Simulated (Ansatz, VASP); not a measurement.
Two plane-wave programs on HfBiO

The input INCAR:

```
ALGO = Normal
EDIFF = 1E-6
EDIFFG = -0.04
ENCUT = 600
GGA = PE
IBRION = 2
ISIF = 3
ISMEAR = 0
LASPH = T
LCHARG = F
LREAL = F
LWAVE = F
NELM = 80
NSW = 90
PREC = Accurate
SIGMA = 0.1
```

Contents of KPOINTS:

```
k-points
0
Gamma
  6 6 4
```

File POSCAR:

```
HfBiO
1.0
    3.1519976938      0.0000000000      0.0000000000
    0.0000000000      3.1519976938      0.0000000000
    0.0000000000      0.0000000000      5.9909556761
Hf Bi O
1 1 1
Direct
    0.5000000000      0.5000000000      0.0000000000
    0.5000000000      0.5000000000      0.5000000000
    0.0000000000      0.0000000000      0.0000000000
```

Input for Ansatz:

```yaml
crystal:
  lattice:
    - [3.1519976938, 0.0, 0.0]
    - [0.0, 3.1519976938, 0.0]
    - [0.0, 0.0, 5.9909556761]
  atoms:
    - { symbol: Hf, position: [0.5, 0.5, 0.0] }
    - { symbol: Bi, position: [0.5, 0.5, 0.5] }
    - { symbol: O, position: [0.0, 0.0, 0.0] }
basis:
  ecutwfc: 420
kpoints:
  mp_grid: { grid: [6, 6, 4] }
hamiltonian:
  xc: pbe
scf:
  occupations: { method: gaussian, width: 0.1 }
  lower_state_search: "off"
output:
  forces: true
  stress: true
  eigenvalues: true
relax:
  adjacent_minimum: "off"
  f_tol: 0.04
  max_steps: 70
  cell: { stress_tol: 0.4 }
```

Change from the starting cell: species swapped into the DyCoC type (P4/mmm, No. 123).

Alike in both runs: task relaxation of cell and atoms; functional PBE; k mesh 6 × 6 × 4; occupations gaussian, width 0.1 eV; no spin polarisation.

|  | VASP | Ansatz |
| --- | --- | --- |
| version | VASP 6.6.1 | Ansatz 0.2.0 |
| potentials or method | VASP PAW PBE potentials, release 64 (Hf_pv, Bi_d, O), cutoff 600 eV | scalar-relativistic, plane waves, PAW |
| valence electrons in the cell | 31 | 47 |

|  | VASP | Ansatz | Ansatz less VASP |
| --- | --- | --- | --- |
| gap on the k mesh at the Fermi level, each at its own relaxed structure (eV) | none | none | - |
| relaxed volume (Å³/atom) | 20.02 | 20.16 | +0.137 |
| relaxed cell length with the largest relative difference (Å) | 3.095 | 3.106 | +0.0107 |

A gap of «none» marks a metal or a gap that the smearing closes. VASP's potentials hold 31 valence electrons a cell and Ansatz's 47, so a difference there can come from the potentials and not from the codes.

Spin-orbit coupling is off throughout.
